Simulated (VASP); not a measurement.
Set up this calculation in VASP 6.6.1, as the native input.

```
Task                   : single point
Functional             : PBE
Potentials or basis    : VASP PAW PBE potentials, release 64 (Si, S)
Cutoff                 : 520 eV
k mesh                 : 14 × 14 × 14
Occupations            : gaussian, width 0.1 eV
Spin                   : no spin polarisation
Dipole correction      : no
Further INCAR settings : ALGO = Normal; EDIFF = 1e-06; NBANDS = 17
```

The structure of Si3S lies in POSCAR:

```
Si3S
1.0
   -2.5254785942      2.5254785942      2.5254785942
    2.5254785942     -2.5254785942      2.5254785942
    2.5254785942      2.5254785942     -2.5254785942
Si S
3 1
Direct
    0.0000000000      0.5000000000      0.5000000000
    0.5000000000      0.0000000000      0.5000000000
    0.5000000000      0.5000000000      0.0000000000
    0.0000000000      0.0000000000      0.0000000000
```

One way to write it, as run:

INCAR

```
SYSTEM = Si3S
ALGO = Normal
EDIFF = 1E-6
ENCUT = 520
GGA = PE
ISIF = 2
ISMEAR = 0
LASPH = .True.
LCHARG = .False.
LREAL = .False.
LWAVE = .False.
NBANDS = 17
NELM = 100
PREC = Accurate
SIGMA = 0.1
```

KPOINTS

```
k-points
0
Gamma
  14 14 14
  0 0 0
```

Potentials or basis: VASP PAW PBE potentials, release 64 (Si, S).

Run with:

```sh
$ cat potpaw_PBE.64/Si/POTCAR potpaw_PBE.64/S/POTCAR > POTCAR
$ mpirun -np 1 vasp_std > vasp.out
```

It gave:

| Item | Value |
| --- | --- |
| Pressure | 0.0 GPa |
| Band gap on the k mesh | zero (band 9 reaches 9.28 eV, above the bottom of band 10 at 5.48 eV) |

Wall time 42 s on 1 thread of AMD EPYC 9R45 96-Core Processor (Zen 5), on a shared host, peak memory 0.22 GiB.
